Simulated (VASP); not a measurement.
# TiN (Osbornite) (Fm-3m) in VASP: single point with PBE

Aim: the single point of TiN (Osbornite) with PBE.

All numbers are computed with VASP 6.6.1; they aren't measurements. Logs are shortened: lines on timing, memory, paths and dates and some standing lists are left out, and cuts for length are marked.

## (1) The cell of the first run

The structure is cubic, space group Fm-3m (No. 225). Conventional cell: a = 4.238 Å, b = 4.238 Å, c = 4.238 Å, α = 90.00°, β = 90.00°, γ = 90.00°. Within 2.8 Å of Ti (site symmetry m-3m) lie 6 N at 2.12 Å. Within 2.8 Å of N (site symmetry m-3m) lie 6 Ti at 2.12 Å.

## (2) Single point, PBE

INCAR reads:

```
PREC = Accurate
ENCUT = 600
EDIFF = 1E-6
ISMEAR = 0
SIGMA = 0.05
LREAL = False
LASPH = True
NELM = 120
ALGO = Normal
ISIF = 2
LWAVE = False
LCHARG = False
GGA = PE
NBANDS = 16
GGA_COMPAT = False
```

KPOINTS reads:

```
Automatic mesh
0
Gamma
  17 17 17
```

POSCAR reads:

```
TiN
1.0
    0.0000000000      2.1190000000      2.1190000000
    2.1190000000      0.0000000000      2.1190000000
    2.1190000000      2.1190000000      0.0000000000
Ti N
1 1
Direct
    0.0000000000      0.0000000000      0.0000000000
    0.5000000000      0.5000000000      0.5000000000
```

Potentials or basis: VASP PAW PBE potentials, release 64 (Ti_sv, N).

Started as:

```console
cat potpaw_PBE.64/Ti_sv/POTCAR potpaw_PBE.64/N/POTCAR > POTCAR
mpirun -np 1 vasp_std > vasp.out
```

OUTCAR:

```text
PREC = Accurate
   ENCUT = 600
   EDIFF = 1E-6
   ISMEAR = 0
   LREAL = False
   LASPH = True
   NELM = 120
   ISIF = 2
   GGA = PE

 ion  position               nearest neighbor table
   1  0.000  0.000  0.000-   2 2.12   2 2.12   2 2.12   2 2.12   2 2.12   2 2.12
   2  0.500  0.500  0.500-   1 2.12   1 2.12   1 2.12   1 2.12   1 2.12   1 2.12

  LATTYP: Found a face centered cubic cell.
 ALAT       =     4.2380000000

  Lattice vectors:

 A1 = (   0.0000000000,   2.1190000000,   2.1190000000)
 A2 = (   2.1190000000,   0.0000000000,   2.1190000000)
 A3 = (   2.1190000000,   2.1190000000,   0.0000000000)

Analysis of symmetry for initial positions (statically):
=====================================================================
 Subroutine PRICEL returns:
 Original cell was already a primitive cell.

 Routine SETGRP: Setting up the symmetry group for a
 face centered cubic supercell.

 Subroutine GETGRP returns: Found 48 space group operations
 (whereof 48 operations were pure point group operations)
 out of a pool of 48 trial point group operations.

The static configuration has the point symmetry O_h .

Analysis of symmetry for dynamics (positions and initial velocities):
=====================================================================
 Subroutine PRICEL returns:
 Original cell was already a primitive cell.

 Routine SETGRP: Setting up the symmetry group for a
 face centered cubic supercell.

 Subroutine GETGRP returns: Found 48 space group operations
 (whereof 48 operations were pure point group operations)
 out of a pool of 48 trial point group operations.

The dynamic configuration has the point symmetry O_h .

 Subroutine INISYM returns: Found 48 space group operations
 (whereof 48 operations are pure point group operations),
 and found     1 'primitive' translations

----------------------------------------------------------------------------------------

                                     Primitive cell

  volume of cell :      19.0293

  direct lattice vectors                    reciprocal lattice vectors
     0.000000000  2.119000000  2.119000000    -0.235960359  0.235960359  0.235960359
     2.119000000  0.000000000  2.119000000     0.235960359 -0.235960359  0.235960359
     2.119000000  2.119000000  0.000000000     0.235960359  0.235960359 -0.235960359

  length of vectors
     2.996718539  2.996718539  2.996718539     0.408695330  0.408695330  0.408695330

  position of ions in fractional coordinates (direct lattice)
     0.000000000  0.000000000  0.000000000
     0.500000000  0.500000000  0.500000000

  ion indices of the primitive-cell ions
   primitive index   ion index
                 1           1
                 2           2

----------------------------------------------------------------------------------------

 KPOINTS: Automatic mesh

Automatic generation of k-mesh.
 Grid dimensions read from file:
 generate k-points for:   17   17   17

 Generating k-lattice:

  Cartesian coordinates                     Fractional coordinates (reciprocal lattice)
    -0.013880021  0.013880021  0.013880021     0.058823529  0.000000000  0.000000000
     0.013880021 -0.013880021  0.013880021     0.000000000  0.058823529  0.000000000
     0.013880021  0.013880021 -0.013880021     0.000000000  0.000000000  0.058823529

  Length of vectors
     0.024040902  0.024040902  0.024040902

  Shift w.r.t. Gamma in fractional coordinates (k-lattice)
     0.000000000  0.000000000  0.000000000

 Subroutine IBZKPT returns following result:
 ===========================================

 Found    165 irreducible k-points:

 Following reciprocal coordinates:
            Coordinates               Weight
  0.000000  0.000000  0.000000      1.000000
  0.058824  0.000000  0.000000      8.000000
  0.117647  0.000000  0.000000      8.000000
  0.176471  0.000000  0.000000      8.000000
  0.235294  0.000000  0.000000      8.000000
  0.294118  0.000000  0.000000      8.000000
[... 16 lines left out ...]
 -0.176471  0.058824  0.000000     24.000000
 -0.117647  0.058824  0.000000     24.000000
 [... further k-points ...]
   k-points           NKPTS =    165   k-points in BZ     NKDIM =    165   number of bands    NBANDS=     16
   number of dos      NEDOS =    301   number of ions     NIONS =      2
   total plane-waves  NPLWV =  13824
   dimension x,y,z NGX =    24 NGY =   24 NGZ =   24
   dimension x,y,z NGXF=    48 NGYF=   48 NGZF=   48
   ions per type =               1   1
   NGX,Y,Z   is equivalent  to a cutoff of  13.31, 13.31, 13.31 a.u.
   NGXF,Y,Z  is equivalent  to a cutoff of  26.63, 26.63, 26.63 a.u.
 SYSTEM =  unknown system
   PREC   = accura    normal or accurate (medium, high low for compatibility)
   ISTART =      0    job   : 0-new  1-cont  2-samecut
   ICHARG =      2    charge: 1-file 2-atom 10-const
   ISPIN  =      1    spin polarized calculation?
   LNONCOLLINEAR =      F non collinear calculations
   LSORBIT =      F    spin-orbit coupling
   LASPH  =      T    aspherical Exc in radial PAW
   ENCUT  =  600.0 eV  44.10 Ry    6.64 a.u.   5.99  5.99  5.99*2*pi/ulx,y,z
   NELM   =    120;   NELMIN=  2; NELMDL= -5     # of ELM steps
   EDIFF  = 0.1E-05   stopping-criterion for ELM
   LREAL  =      F    real-space projection
   EDIFFG = 0.1E-04   stopping-criterion for IOM
   NSW    =      0    number of steps for IOM
   IBRION =     -1    ionic relax: 0-MD 1-quasi-New 2-CG
   NFREE  =      0    steps in history (QN), initial steepest desc. (CG)
   ISIF   =      2    stress and relaxation
   ISYM   =      2    0-nonsym 1-usesym 2-fastsym
   POTIM  = 0.5000    time-step for ionic-motion
   TEBEG  =    0.0;   TEEND  =   0.0 temperature during run
   PSTRESS=    0.0 pullay stress
   NELECT =      17.0000    total number of electrons
   NUPDOWN=      -1.0000    fix difference up-down
   EMIN   =  10.00;   EMAX   =-10.00  energy-range for DOS
   EFERMI =   0.00;   METHOD = LEGACY
   ISMEAR =     0;   SIGMA  =   0.05  broadening in eV -4-tet -1-fermi 0-gaus
   EFERMI_NEDOS =   21; number of points for ismear=-14 and -15
   IALGO  =     38    algorithm
   IMIX   =      4    mixing-type and parameters
     AMIX     =   0.40;   BMIX     =  1.00
     AMIX_MAG =   1.60;   BMIX_MAG =  1.00
  volume/ion in A,a.u.               =       9.51        64.21
  Fermi-wavevector in a.u.,A,eV,Ry     =   1.576704  2.979539 33.824024  2.485996
  Thomas-Fermi vector in A             =   2.677497
   LORBIT       =      0    0 simple, 1 ext, 2 COOP (PROOUT), +10 PAW based schemes
   GGA     = PE    functional components
   LHFCALC =     F    Hartree Fock is set to
   AEXX    =    0.0000 exact exchange contribution
   IVDW    =     0    specifies the selected vdW correction
   LEPSILON=     F    determine dielectric tensor
   LRPA    =     F    only Hartree local field effects (RPA)
 non-spin polarized calculation
 Gauss-broadening in eV      SIGMA  =   0.05
  energy-cutoff  :      600.00
  volume of cell :       19.03
 maximum number of plane-waves:       647
   NGX = 11   NGY = 11   NGZ = 11

 number of electron      17.0000002 magnetization

 Free energy of the ion-electron system (eV)
  ---------------------------------------------------
  ext. energy  EPLUGINS =         0.00000000
  ---------------------------------------------------
  free energy    TOTEN  =       -19.63801898 eV

  energy without entropy =      -19.63702889  energy(sigma->0) =      -19.63752394

 E-fermi :  11.4766     XC(G=0): -13.0346

 val. band max:       11.4540412935   @ k =   0.1176   0.0588   0.0000
 cond. band min:      11.4824592470   @ k =  -0.1176   0.0588   0.0000
 fundamental gap:      0.0284179535
 Fermi energy:        11.4766335751

 k-point     1 :       0.0000    0.0000    0.0000
  band No.  band energies     occupation
      1     -46.3836      2.00000
      2     -22.3617      2.00000
      3     -22.3617      2.00000
      4     -22.3617      2.00000
      5      -5.6334      2.00000
      6       9.4379      2.00000
[... 8 lines left out ...]
     15      24.6668      0.00000
     16      31.2625      0.00000

 k-point     2 :       0.0588    0.0000    0.0000
  band No.  band energies     occupation
      1     -46.3804      2.00000
      2     -22.3848      2.00000
      3     -22.3636      2.00000
      4     -22.3636      2.00000
      5      -5.5655      2.00000
      6       9.0339      2.00000
[... 8 lines left out ...]
     15      24.7209      0.00000
     16      31.1688      0.00000

 k-point     3 :       0.1176    0.0000    0.0000
  band No.  band energies     occupation
      1     -46.3710      2.00000
      2     -22.4504      2.00000
      3     -22.3691      2.00000
      4     -22.3691      2.00000
      5      -5.3677      2.00000
      6       8.1834      2.00000
[... 8 lines left out ...]
     15      24.7938      0.00000
     16      30.8541      0.00000

 k-point     4 :       0.1765    0.0000    0.0000
  band No.  band energies     occupation
      1     -46.3567      2.00000
      2     -22.5484      2.00000
      3     -22.3774      2.00000
      4     -22.3774      2.00000
      5      -5.0572      2.00000
      6       7.1890      2.00000
[... 8 lines left out ...]
     15      24.7074      0.00000
     16      30.2259      0.00000

 k-point     5 :       0.2353    0.0000    0.0000
  band No.  band energies     occupation
      1     -46.3395      2.00000
      2     -22.6646      2.00000
      3     -22.3874      2.00000
      4     -22.3874      2.00000
      5      -4.6611      2.00000
      6       6.1765      2.00000
[... 8 lines left out ...]
     15      24.4631      0.00000
     16      29.3098      0.00000

 k-point     6 :       0.2941    0.0000    0.0000
  band No.  band energies     occupation
      1     -46.3215      2.00000
      2     -22.7826      2.00000
      3     -22.3976      2.00000
      4     -22.3976      2.00000
      5      -4.2177      2.00000
      6       5.2247      2.00000
[... 8 lines left out ...]
     15      24.3419      0.00000
     16      28.2703      0.00000

 k-point     7 :       0.3529    0.0000    0.0000
  band No.  band energies     occupation
      1     -46.3054      2.00000
      2     -22.8868      2.00000
      3     -22.4068      2.00000
      4     -22.4068      2.00000
      5      -3.7781      2.00000
      6       4.4008      2.00000
[... 8 lines left out ...]
     15      24.5485      0.00000
     16      27.2926      0.00000

 k-point     8 :       0.4118    0.0000    0.0000
  band No.  band energies     occupation
      1     -46.2932      2.00000
      2     -22.9642      2.00000
      3     -22.4137      2.00000
      4     -22.4137      2.00000
      5      -3.4105      2.00000
      6       3.7771      2.00000
[... 8 lines left out ...]
     15      24.9374      0.00000
     16      26.5301      0.00000

 k-point     9 :       0.4706    0.0000    0.0000
  band No.  band energies     occupation
      1     -46.2866      2.00000
      2     -23.0053      2.00000
      3     -22.4174      2.00000
      4     -22.4174      2.00000
      5      -3.1952      2.00000
      6       3.4345      2.00000
[... 8 lines left out ...]
     15      25.2254      0.00000
     16      26.1088      0.00000
[... 172 lines left out ...]
 k-point    19 :      -0.4118    0.0588    0.0000
  band No.  band energies     occupation
      1     -46.2888      2.00000
      2     -22.9744      2.00000
      3     -22.4348      2.00000
      4     -22.4142      2.00000
      5      -3.3359      2.00000
      6       3.6894      2.00000
[... 8 lines left out ...]
     15      24.9634      0.00000
     16      26.1743      0.00000

 k-point    20 :      -0.3529    0.0588    0.0000
  band No.  band energies     occupation
      1     -46.2991      2.00000
      2     -22.9101      2.00000
      3     -22.4320      2.00000
      4     -22.4046      2.00000
      5      -3.6455      2.00000
      6       4.1961      2.00000
[... 8 lines left out ...]
     15      24.6081      0.00000
     16      26.7066      0.00000

 k-point    21 :      -0.2941    0.0588    0.0000
  band No.  band energies     occupation
      1     -46.3140      2.00000
      2     -22.8164      2.00000
      3     -22.4250      2.00000
      4     -22.3935      2.00000
      5      -4.0522      2.00000
      6       4.9173      2.00000
[... 8 lines left out ...]
     15      24.3456      0.00000
     16      27.4627      0.00000

 k-point    22 :      -0.2353    0.0588    0.0000
  band No.  band energies     occupation
      1     -46.3313      2.00000
      2     -22.7050      2.00000
      3     -22.4148      2.00000
      4     -22.3824      2.00000
      5      -4.4854      2.00000
      6       5.7773      2.00000
[... 8 lines left out ...]
     15      24.3924      0.00000
     16      28.3210      0.00000

 k-point    23 :      -0.1765    0.0588    0.0000
  band No.  band energies     occupation
      1     -46.3488      2.00000
      2     -22.5906      2.00000
      3     -22.4025      2.00000
      4     -22.3727      2.00000
      5      -4.8898      2.00000
      6       6.7052      2.00000
[... 8 lines left out ...]
     15      24.6489      0.00000
     16      29.1692      0.00000

 k-point    24 :      -0.1176    0.0588    0.0000
  band No.  band energies     occupation
      1     -46.3641      2.00000
      2     -22.4892      2.00000
      3     -22.3894      2.00000
      4     -22.3658      2.00000
      5      -5.2233      2.00000
      6       7.6282      2.00000
[... 8 lines left out ...]
     15      24.8130      0.00000
     16      29.9446      0.00000

 [... further k-points ...]
[... 5 lines left out ...]
  --------------------------------------------------------------------------------------
  -------------------------------------------------------------------------------------
  Total        0.2447117      0.2447117      0.2447117      0.0000000     -0.0000000      0.0000000
  in kB       20.6035646     20.6035646     20.6035646      0.0000000     -0.0000000      0.0000000
  external PRESSURE =      20.6035646 kB  Pullay stress =       0.0000000 kB

 VOLUME and BASIS-vectors are now :
 -----------------------------------------------------------------------------
  energy-cutoff  :      600.00
  volume of cell :       19.03
      direct lattice vectors                 reciprocal lattice vectors
     0.000000000  2.119000000  2.119000000    -0.235960359  0.235960359  0.235960359
     2.119000000  0.000000000  2.119000000     0.235960359 -0.235960359  0.235960359
     2.119000000  2.119000000  0.000000000     0.235960359  0.235960359 -0.235960359

 POSITION                                       TOTAL-FORCE (eV/Angst)
 -----------------------------------------------------------------------------------
      0.00000      0.00000      0.00000        -0.000000      0.000000      0.000000
      2.11900      2.11900      2.11900         0.000000     -0.000000     -0.000000
 -----------------------------------------------------------------------------------
    total drift:                                0.000000     -0.000000     -0.000000

  FREE ENERGIE OF THE ION-ELECTRON SYSTEM (eV)
  ---------------------------------------------------
  free  energy   TOTEN  =       -19.6380189802 eV

  energy  without entropy=      -19.6370288920  energy(sigma->0) =      -19.63752394
```

It took 20 s on 1 thread of Intel Xeon 6975P-C (Granite Rapids), shared host; peak memory 0.18 GiB.

What came out:

```
Free energy : -19.6380 eV
Pressure    : 2.1 GPa
```
